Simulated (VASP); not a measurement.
# CO2 (Cmce) in VASP: a series of runs

Runs on CO2. Level: PBE+D3(BJ). Tasks: single point, relaxation of cell and atoms.

All numbers are computed with VASP 6.6.1; they aren't measurements. Logs are shortened: lines on timing, memory, paths and dates and some standing lists are left out, and cuts for length are marked.

## (1) The cell of the first run

The structure is orthorhombic, space group Cmce (No. 64). Conventional cell: a = 5.591 Å, b = 5.027 Å, c = 6.743 Å, α = 90.00°, β = 90.00°, γ = 90.00°. Within 1.6 Å of C (site symmetry 2/m) lie 2 O at 1.17 Å. O (site symmetry m) has 1 C at 1.17 Å within 1.6 Å.

## (2) Single point, PBE+D3(BJ)

INCAR

```
SYSTEM = CO2
ALGO = Normal ; EDIFF = 1E-6
ENCUT = 520 ; GGA = PE
ISIF = 2 ; ISMEAR = 0
IVDW = 12 ; LASPH = .True.
LCHARG = .False. ; LREAL = .False.
LWAVE = .False. ; NBANDS = 25
NELM = 60 ; PREC = Accurate
SIGMA = 0.01
```

KPOINTS

```
k-points
0
Gamma
  6 6 4
  0 0 0
```

POSCAR

```
CO2
1.0
    2.7955698866     -2.5133409243      0.0000000000
    2.7955698866      2.5133409243      0.0000000000
    0.0000000000      0.0000000000      6.7430432422
C O
2 4
Direct
    0.0000000000      0.0000000000      0.0000000000
    0.5000000000      0.5000000000      0.5000000000
    0.8132776039      0.1867223961      0.8966186661
    0.1867223961      0.8132776039      0.1033813339
    0.6867223961      0.3132776039      0.3966186661
    0.3132776039      0.6867223961      0.6033813339
```

Potentials or basis: VASP PAW PBE potentials, release 64 (C, O).

Command:

```
$ cat potpaw_PBE.64/C/POTCAR potpaw_PBE.64/O/POTCAR > POTCAR
$ mpirun -np 1 vasp_std > vasp.out
```

OUTCAR:

```text
SYSTEM = CO2
   EDIFF = 1E-6
   ENCUT = 520
   GGA = PE
   ISIF = 2
   ISMEAR = 0
   IVDW = 12
   LASPH = .True.
   LREAL = .False.
   NELM = 60
   PREC = Accurate
 IVDW          = 12

 ion  position               nearest neighbor table
   1  0.000  0.000  0.000-   3 1.17   4 1.17
   2  0.500  0.500  0.500-   5 1.17   6 1.17
   3  0.813  0.187  0.897-   1 1.17
   4  0.187  0.813  0.103-   1 1.17
   5  0.687  0.313  0.397-   2 1.17
   6  0.313  0.687  0.603-   2 1.17

  LATTYP: Found a base centered orthorhombic cell.
 ALAT       =     5.0266818486
 B/A-ratio  =     1.1122923514
 C/A-ratio  =     1.3414501743

  Lattice vectors:

 A1 = (  -2.7955698866,  -2.5133409243,   0.0000000000)
 A2 = (   2.7955698866,  -2.5133409243,   0.0000000000)
 A3 = (   0.0000000000,   0.0000000000,   6.7430432422)

Analysis of symmetry for initial positions (statically):
=====================================================================
 Subroutine PRICEL returns:
 Original cell was already a primitive cell.

 Routine SETGRP: Setting up the symmetry group for a
 base centered orthorhombic supercell.

 Subroutine GETGRP returns: Found  8 space group operations
 (whereof  4 operations were pure point group operations)
 out of a pool of  8 trial point group operations.

The static configuration has the point symmetry C_2h.
 The point group associated with its full space group is D_2h.

Analysis of symmetry for dynamics (positions and initial velocities):
=====================================================================
 Subroutine PRICEL returns:
 Original cell was already a primitive cell.

 Routine SETGRP: Setting up the symmetry group for a
 base centered orthorhombic supercell.

 Subroutine GETGRP returns: Found  8 space group operations
 (whereof  4 operations were pure point group operations)
 out of a pool of  8 trial point group operations.

The dynamic configuration has the point symmetry C_2h.
 The point group associated with its full space group is D_2h.

 Subroutine INISYM returns: Found  8 space group operations
 (whereof  4 operations are pure point group operations),
 and found     1 'primitive' translations

----------------------------------------------------------------------------------------

                                     Primitive cell

  volume of cell :      94.7562

  direct lattice vectors                    reciprocal lattice vectors
     2.795569887 -2.513340924  0.000000000     0.178854409 -0.198938391  0.000000000
     2.795569887  2.513340924  0.000000000     0.178854409  0.198938391  0.000000000
     0.000000000  0.000000000  6.743043242     0.000000000  0.000000000  0.148300992

  length of vectors
     3.759267694  3.759267694  6.743043242     0.267517071  0.267517071  0.148300992

  position of ions in fractional coordinates (direct lattice)
     0.000000000  0.000000000  0.000000000
     0.500000000  0.500000000  0.500000000
     0.813277604  0.186722396  0.896618666
     0.186722396  0.813277604  0.103381334
     0.686722396  0.313277604  0.396618666
     0.313277604  0.686722396  0.603381334

  ion indices of the primitive-cell ions
   primitive index   ion index
                 1           1
                 2           2
                 3           3
                 4           4
                 5           5
                 6           6

----------------------------------------------------------------------------------------

 KPOINTS: k-points

Automatic generation of k-mesh.
 Grid dimensions read from file:
 generate k-points for:    6    6    4

 Generating k-lattice:

  Cartesian coordinates                     Fractional coordinates (reciprocal lattice)
     0.029809068 -0.033156399  0.000000000     0.166666667  0.000000000  0.000000000
     0.029809068  0.033156399  0.000000000     0.000000000  0.166666667  0.000000000
     0.000000000  0.000000000  0.037075248     0.000000000  0.000000000  0.250000000

  Length of vectors
     0.044586178  0.044586178  0.037075248

  Shift w.r.t. Gamma in fractional coordinates (k-lattice)
     0.000000000  0.000000000  0.000000000

 Subroutine IBZKPT returns following result:
 ===========================================

 Found     39 irreducible k-points:

 Following reciprocal coordinates:
            Coordinates               Weight
  0.000000  0.000000  0.000000      1.000000
  0.166667  0.000000  0.000000      4.000000
  0.333333  0.000000  0.000000      4.000000
  0.500000  0.000000  0.000000      2.000000
  0.166667  0.166667  0.000000      2.000000
  0.333333  0.166667  0.000000      4.000000
[... 16 lines left out ...]
  0.333333  0.333333  0.250000      4.000000
  0.500000  0.333333  0.250000      8.000000
 [... further k-points ...]
   k-points           NKPTS =     39   k-points in BZ     NKDIM =     39   number of bands    NBANDS=     25
   number of dos      NEDOS =    301   number of ions     NIONS =      6
   total plane-waves  NPLWV =  39200
   dimension x,y,z NGX =    28 NGY =   28 NGZ =   50
   dimension x,y,z NGXF=    56 NGYF=   56 NGZF=  100
   ions per type =               2   4
   NGX,Y,Z   is equivalent  to a cutoff of  12.38, 12.38, 12.33 a.u.
   NGXF,Y,Z  is equivalent  to a cutoff of  24.76, 24.76, 24.65 a.u.
 SYSTEM =  CO2
   PREC   = accura    normal or accurate (medium, high low for compatibility)
   ISTART =      0    job   : 0-new  1-cont  2-samecut
   ICHARG =      2    charge: 1-file 2-atom 10-const
   ISPIN  =      1    spin polarized calculation?
   LNONCOLLINEAR =      F non collinear calculations
   LSORBIT =      F    spin-orbit coupling
   LASPH  =      T    aspherical Exc in radial PAW
   ENCUT  =  520.0 eV  38.22 Ry    6.18 a.u.   6.99  6.99 12.54*2*pi/ulx,y,z
   NELM   =     60;   NELMIN=  2; NELMDL= -5     # of ELM steps
   EDIFF  = 0.1E-05   stopping-criterion for ELM
   LREAL  =      F    real-space projection
   EDIFFG = 0.1E-04   stopping-criterion for IOM
   NSW    =      0    number of steps for IOM
   IBRION =     -1    ionic relax: 0-MD 1-quasi-New 2-CG
   NFREE  =      0    steps in history (QN), initial steepest desc. (CG)
   ISIF   =      2    stress and relaxation
   ISYM   =      2    0-nonsym 1-usesym 2-fastsym
   POTIM  = 0.5000    time-step for ionic-motion
   TEBEG  =    0.0;   TEEND  =   0.0 temperature during run
   PSTRESS=    0.0 pullay stress
   NELECT =      32.0000    total number of electrons
   NUPDOWN=      -1.0000    fix difference up-down
   EMIN   =  10.00;   EMAX   =-10.00  energy-range for DOS
   EFERMI =   0.00;   METHOD = LEGACY
   ISMEAR =     0;   SIGMA  =   0.01  broadening in eV -4-tet -1-fermi 0-gaus
   EFERMI_NEDOS =   21; number of points for ismear=-14 and -15
   IALGO  =     38    algorithm
   IMIX   =      4    mixing-type and parameters
     AMIX     =   0.40;   BMIX     =  1.00
     AMIX_MAG =   1.60;   BMIX_MAG =  1.00
  volume/ion in A,a.u.               =      15.79       106.57
  Fermi-wavevector in a.u.,A,eV,Ry     =   1.140046  2.154374 17.683549  1.299704
  Thomas-Fermi vector in A             =   2.276748
   LORBIT       =      0    0 simple, 1 ext, 2 COOP (PROOUT), +10 PAW based schemes
   GGA     = PE    functional components
   LHFCALC =     F    Hartree Fock is set to
   AEXX    =    0.0000 exact exchange contribution
   IVDW    =    12    specifies the selected vdW correction
   LEPSILON=     F    determine dielectric tensor
   LRPA    =     F    only Hartree local field effects (RPA)
 non-spin polarized calculation
 Gauss-broadening in eV      SIGMA  =   0.01
  energy-cutoff  :      520.00
  volume of cell :       94.76
 maximum number of plane-waves:      2578
   NGX = 13   NGY = 13   NGZ = 25

 number of electron      32.0000038 magnetization

 Free energy of the ion-electron system (eV)
  ---------------------------------------------------
  ext. energy  EPLUGINS =         0.00000000
  ---------------------------------------------------
  free energy    TOTEN  =       -46.06624310 eV

  energy without entropy =      -46.06624310  energy(sigma->0) =      -46.06624310

 E-fermi :  -3.7739     XC(G=0):  -7.5588

 val. band max:       -3.8783448577   @ k =   0.5000   0.5000   0.0000
 cond. band min:       2.6352446686   @ k =   0.0000   0.0000   0.0000
 fundamental gap:      6.5135895263
 Fermi energy:        -3.7738832934

 k-point     1 :       0.0000    0.0000    0.0000
  band No.  band energies     occupation
      1     -24.5424      2.00000
      2     -24.4332      2.00000
      3     -23.4127      2.00000
      4     -23.3693      2.00000
      5      -9.0241      2.00000
      6      -9.0015      2.00000
[... 17 lines left out ...]
     24      11.4922      0.00000
     25      11.7288      0.00000

 k-point     2 :       0.1667    0.0000    0.0000
  band No.  band energies     occupation
      1     -24.5188      2.00000
      2     -24.4231      2.00000
      3     -23.4180      2.00000
      4     -23.3814      2.00000
      5      -9.1008      2.00000
      6      -9.0125      2.00000
[... 17 lines left out ...]
     24      10.5880      0.00000
     25      11.4633      0.00000

 k-point     3 :       0.3333    0.0000    0.0000
  band No.  band energies     occupation
      1     -24.4642      2.00000
      2     -24.4076      2.00000
      3     -23.4280      2.00000
      4     -23.4083      2.00000
      5      -9.1720      2.00000
      6      -9.0524      2.00000
[... 552 lines left out ...]
 k-point    23 :       0.3333    0.3333    0.2500
  band No.  band energies     occupation
      1     -24.4200      2.00000
      2     -24.3696      2.00000
      3     -23.4344      2.00000
      4     -23.4303      2.00000
      5      -9.2506      2.00000
      6      -9.1457      2.00000
[... 17 lines left out ...]
     24       9.9305      0.00000
     25      10.1383      0.00000

 k-point    24 :       0.5000    0.3333    0.2500
  band No.  band energies     occupation
      1     -24.3946      2.00000
      2     -24.3595      2.00000
      3     -23.4431      2.00000
      4     -23.4397      2.00000
      5      -9.2664      2.00000
      6      -9.1153      2.00000
[... 17 lines left out ...]
     24       9.1039      0.00000
     25       9.5384      0.00000

 [... further k-points ...]

------------------------ aborting loop because EDIFF is reached ----------------------------------------

 Edisp (eV)   -0.38609

 E8    (eV) :    -0.0979

  FORCE on cell =-STRESS in cart. coord.  units (eV):
  Direction    XX          YY          ZZ          XY          YZ          ZX
  --------------------------------------------------------------------------------------
  -------------------------------------------------------------------------------------
  Total      -0.11270     1.74209     0.85733     0.00000    -0.00000     0.00000
  in kB      -1.90554    29.45595    14.49608     0.00000    -0.00000     0.00000
  external pressure =       14.02 kB  Pullay stress =        0.00 kB

 VOLUME and BASIS-vectors are now :
 -----------------------------------------------------------------------------
  energy-cutoff  :      520.00
  volume of cell :       94.76
      direct lattice vectors                 reciprocal lattice vectors
     2.795569887 -2.513340924  0.000000000     0.178854409 -0.198938391  0.000000000
     2.795569887  2.513340924  0.000000000     0.178854409  0.198938391  0.000000000
     0.000000000  0.000000000  6.743043242     0.000000000  0.000000000  0.148300992

 POSITION                                       TOTAL-FORCE (eV/Angst)
 -----------------------------------------------------------------------------------
      0.00000      0.00000      0.00000         0.000000     -0.000000     -0.000000
      2.79557      0.00000      3.37152        -0.000000      0.000000     -0.000000
      2.79557     -1.57475      6.04594         0.000000      0.508210     -0.377282
      2.79557      1.57475      0.69710         0.000000     -0.508210      0.377282
      2.79557     -0.93859      2.67442         0.000000     -0.508210     -0.377282
      2.79557      0.93859      4.06863         0.000000      0.508210      0.377282
 -----------------------------------------------------------------------------------
    total drift:                               -0.000000     -0.000000      0.000000

  FREE ENERGIE OF THE ION-ELECTRON SYSTEM (eV)
  ---------------------------------------------------
  free  energy   TOTEN  =       -46.4523291001 eV

  energy  without entropy=      -46.4523291001  energy(sigma->0) =      -46.45232910
```

It took 52 s on 1 thread of Intel Xeon Platinum 8259CL at 2.50GHz (Skylake/Cascade Lake), shared host; peak memory 0.23 GiB.

Results:

| Property | Result |
| --- | --- |
| Free energy | -46.4523 eV |
| Pressure | 1.4 GPa |
| Largest force | 0.633 eV/Å |
| Band gap on the k mesh | 6.51 eV (least direct gap 6.91 eV) |
| Dispersion energy per atom | -0.064 eV |

Forces in eV/Å, atoms in the order of the input:
```
C    0.000  0.000  0.000
C    0.000  0.000  0.000
O    0.000  0.508 -0.377
O    0.000 -0.508  0.377
O    0.000 -0.508 -0.377
O    0.000  0.508  0.377
```

A k mesh can miss the band edges.

## (3) Relaxation of cell and atoms, PBE+D3(BJ)

INCAR

```
PREC = Accurate
ENCUT = 600
EDIFF = 1E-6
ISMEAR = 0
SIGMA = 0.02
LREAL = False
LASPH = True
NELM = 80
ALGO = Normal
ISIF = 3
LWAVE = False
LCHARG = False
GGA = PE
IVDW = 12
IBRION = 2
NSW = 100
EDIFFG = -0.005
```

KPOINTS

```
Automatic mesh
0
Gamma
  6 6 4
```

POSCAR is that of step 2.

Potentials or basis: VASP PAW PBE potentials, release 64 (C, O).

Command:

```
$ cat potpaw_PBE.64/C/POTCAR potpaw_PBE.64/O/POTCAR > POTCAR
$ mpirun -np 1 vasp_std > vasp.out
```

OUTCAR:

```text
PREC = Accurate
   ENCUT = 600
   EDIFF = 1E-6
   ISMEAR = 0
   LREAL = False
   LASPH = True
   NELM = 80
   ISIF = 3
   GGA = PE
   IVDW = 12
   IBRION = 2
   NSW = 100
   EDIFFG = -0.005
 IVDW          = 12

 ion  position               nearest neighbor table
   1  0.000  0.000  0.000-   3 1.17   4 1.17
   2  0.500  0.500  0.500-   5 1.17   6 1.17
   3  0.813  0.187  0.897-   1 1.17
   4  0.187  0.813  0.103-   1 1.17
   5  0.687  0.313  0.397-   2 1.17
   6  0.313  0.687  0.603-   2 1.17

  LATTYP: Found a base centered orthorhombic cell.
 ALAT       =     5.0266818486
 B/A-ratio  =     1.1122923514
 C/A-ratio  =     1.3414501743

  Lattice vectors:

[... 320 lines left out ...]

--------------------------------------- Ionic step       10  -------------------------------------------

 number of electron      32.0000017 magnetization

------------------------ aborting loop because EDIFF is reached ----------------------------------------
[... 83 lines left out ...]
--------------------------------------- Ionic step       12  -------------------------------------------

 number of electron      32.0000017 magnetization

 Free energy of the ion-electron system (eV)
  ---------------------------------------------------
  ext. energy  EPLUGINS =         0.00000000
  ---------------------------------------------------
  free energy    TOTEN  =       -46.06926279 eV

  energy without entropy =      -46.06926279  energy(sigma->0) =      -46.06926279

 E-fermi :  -3.3762     XC(G=0):  -7.8450

 val. band max:       -3.5009619955   @ k =   0.5000   0.5000   0.0000
 cond. band min:       2.9870949174   @ k =   0.0000   0.0000   0.0000
 fundamental gap:      6.4880569129
 Fermi energy:        -3.3762185860

 k-point     1 :       0.0000    0.0000    0.0000
  band No.  band energies     occupation
      1     -24.2005      2.00000
      2     -24.0574      2.00000
      3     -23.0366      2.00000
      4     -22.9806      2.00000
      5      -8.7349      2.00000
      6      -8.7329      2.00000
[... 541 lines left out ...]
     19       5.0373      0.00000
     20       5.1219      0.00000

 [... further k-points ...]

------------------------ aborting loop because EDIFF is reached ----------------------------------------

 Edisp (eV)   -0.41684

 E8    (eV) :    -0.1066
[... 29 lines left out ...]
  FREE ENERGIE OF THE ION-ELECTRON SYSTEM (eV)
  ---------------------------------------------------
  free  energy   TOTEN  =       -46.4861028192 eV

  energy  without entropy=      -46.4861028192  energy(sigma->0) =      -46.48610282

 reached required accuracy - stopping structural energy minimisation
```

Run time: 6.5 min. Hardware: 1 thread of Intel Xeon Platinum 8259CL at 2.50GHz (Skylake/Cascade Lake), shared host; peak memory 0.26 GiB.

What came out:

| Quantity | Value |
| --- | --- |
| Free energy | -46.4861 eV |
| Relaxed volume | 14.86 Å³/atom |
| Relaxed cell | a = 3.689 Å, b = 3.689 Å, c = 6.584 Å, α = 90.00°, β = 90.00°, γ = 84.26° |
| Space group after relaxing (to 0.1 Å) | Cmce (No. 64) |
| Energy gained by relaxing | 2.4 meV/atom |
| Ionic steps | 12 |
| Pressure after relaxing | 0.0 GPa |
| Largest force after relaxing | 0.003 eV/Å |
| Band gap on the k mesh | 6.49 eV (least direct gap 6.93 eV) |
| Dispersion energy per atom | -0.069 eV |

Forces in eV/Å, atoms in the order of the input:
```
C    0.000  0.000  0.000
C    0.000  0.000  0.000
O    0.000  0.003 -0.001
O    0.000 -0.003  0.001
O    0.000 -0.003 -0.001
O    0.000  0.003  0.001
```

Step by step:
```
step  energy change (eV)  largest force (eV/Å)  pressure (GPa)  volume (Å³)
   1              0.0000                0.6063            1.18        94.76
   2              0.2387                3.2406           -9.01        96.36
   3             -0.0064                0.0016           -0.39        94.97
   4             -0.0064                0.0250           -0.32        94.96
   5             -0.0064                0.0357           -0.30        94.96
   6             -0.0072                0.0357           -0.28        94.62
   7             -0.0094                0.0362           -0.23        93.60
   8             -0.0127                0.0411           -0.09        91.58
   9             -0.0136                0.0672            0.32        87.63
  10             -0.0143                0.0603            0.16        89.16
  11             -0.0018                0.7892           -2.17        88.86
  12             -0.0144                0.0032            0.00        89.14
```

Final structure:
```
C O
1.0
     2.73586   -2.47445    0.00000
     2.73586    2.47445    0.00000
     0.00000    0.00000    6.58401
C O
2 4
Direct
  0.00000 0.00000 0.00000
  0.50000 0.50000 0.50000
  0.80889 0.19111 0.89426
  0.19111 0.80889 0.10574
  0.69111 0.30889 0.39426
  0.30889 0.69111 0.60574
```

Levels at points of the mesh, in eV from the valence-band top:
| k point | band 13 | band 14 | band 15 | band 16 | band 17 | band 18 | band 19 | band 20 |
| --- | --- | --- | --- | --- | --- | --- | --- | --- |
| (0.00, 0.00, 0.00) | -0.88 | -0.83 | -0.55 | -0.45 | 6.49 | 7.16 | 7.69 | 7.79 |
| (0.50, 0.00, 0.00) | -0.62 | -0.62 | -0.26 | -0.26 | 7.57 | 7.57 | 8.40 | 8.40 |
| (0.50, 0.50, 0.00) | -0.87 | -0.52 | -0.25 | 0.00 | 7.75 | 8.67 | 8.71 | 8.81 |
| (0.00, 0.00, 0.50) | -0.72 | -0.72 | -0.63 | -0.63 | 7.46 | 7.46 | 7.59 | 7.59 |
| (0.50, 0.00, 0.50) | -0.68 | -0.68 | -0.23 | -0.23 | 7.64 | 7.64 | 8.45 | 8.45 |
| (0.50, 0.50, 0.50) | -0.58 | -0.58 | -0.24 | -0.24 | 8.25 | 8.25 | 8.68 | 8.68 |

A k mesh can miss the band edges.
